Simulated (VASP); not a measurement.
A run of VASP 6.6.1:

The input INCAR:

```
SYSTEM = Ir
PREC = Accurate
ENCUT = 600
EDIFF = 1E-6
ISMEAR = -1
SIGMA = 0.15
LREAL = .False.
LASPH = .True.
NELM = 100
ALGO = Normal
ISIF = 3
LWAVE = .False.
LCHARG = .False.
GGA = CA
IBRION = 2
NSW = 80
EDIFFG = -0.001
```

Contents of KPOINTS:

```
Automatic mesh
0
Gamma
  18 18 18
  0 0 0
```

File POSCAR:

```
Ir
1.0
    0.0000000000      1.9054680003      1.9054680003
    1.9054680003      0.0000000000      1.9054680003
    1.9054680003      1.9054680003      0.0000000000
Ir
1
Direct
    0.0000000000      0.0000000000      0.0000000000
```

Potentials or basis: VASP PAW LDA potentials, release 64 (Ir).

The run is started by

```console
$ cat potpaw_LDA.64/Ir/POTCAR > POTCAR
$ mpirun -np 1 vasp_std > vasp.out
```

Hardware: 1 thread of Intel(R) Xeon(R) Platinum 8488C (Sapphire Rapids), with other jobs on the host.

Q: How long does it take, and how much memory?

A: Wall time 57 s on 1 thread of Intel(R) Xeon(R) Platinum 8488C (Sapphire Rapids), with other jobs on the host, peak memory 0.16 GiB. Counts: scf iterations 42, k points 195, ion steps 11.
